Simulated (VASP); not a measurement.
GaN, 2 atoms in the cell. The structure is cubic, space group F-43m (No. 216). Conventional cell: a = 4.498 Å, b = 4.498 Å, c = 4.498 Å, α = 90.00°, β = 90.00°, γ = 90.00°. Ga (site symmetry -43m) has 4 N at 1.95 Å within 2.6 Å. N (site symmetry -43m) has 4 Ga at 1.95 Å within 2.6 Å. 

| Quantity | Value |
| --- | --- |
| Program | VASP 6.6.1 |
| Task | single point |
| Functional | PBEsol |
| Dispersion | D3(BJ) |
| Potentials or basis | VASP PAW PBE potentials, release 64 (Ga_d, N) |
| Cutoff | 600 eV |
| k mesh | 6 × 6 × 6 |
| Occupations | gaussian, width 0.01 eV |
| Spin | no spin polarisation |
| Dipole correction | no |
| Further INCAR settings | ALGO = Normal; EDIFF = 1e-06; NBANDS = 16 |

Potentials or basis: VASP PAW PBE potentials, release 64 (Ga_d, N).

The run is started by

```bash
$ cat potpaw_PBE.64/Ga_d/POTCAR potpaw_PBE.64/N/POTCAR > POTCAR
$ mpirun -np 1 vasp_std > vasp.out
```

Hardware: 1 thread of AMD EPYC 7R13, with other jobs on the host.

Problem. How long does it take, and how much memory?

Solution. Wall time 19 s on 1 thread of AMD EPYC 7R13, on a shared host, peak memory 0.14 GiB. Counts: scf iterations 13, k points 16.
